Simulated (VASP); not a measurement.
Runs of VASP 6.6.1 on KMgF3. The structure is that of space group Pm-3m (No. 221), or close to it. The cells are those of the table. 

```csv
cell,gap on the mesh (eV),pressure (GPa)
"a = 3.866, b = 3.866, c = 3.986 Å, 5 atoms",(a),(c)
"a = 3.866, b = 3.866, c = 4.105 Å, 5 atoms",7.49,(b)
"a = 3.986, b = 3.986, c = 3.866 Å, 5 atoms",7.53,6.2
"a = 3.986, b = 3.986, c = 4.046 Å, 5 atoms",7.18,2.2
"a = 3.866 Å, 5 atoms",8.04,12.5
"a = 3.926, b = 3.926, c = 4.105 Å, 5 atoms",7.28,3.6
"a = 3.866, b = 3.866, c = 4.046 Å, 5 atoms",7.62,7.8
"a = 4.046, b = 4.046, c = 3.986 Å, 5 atoms",7.08,(d)
```

Alike in all rows: task single point; level PBE; potentials or basis VASP PAW PBE potentials, release 64 (K_sv, Mg, F); no spin polarisation; k mesh 6 × 6 × 6; cutoff (eV) 520; smearing gaussian 0.05 eV.

Problem. Estimate the missing entries.

Solution. (a) 7.76; (b) 6.6; (c) 9.2; (d) 1.1.

A k mesh can miss the band edges.
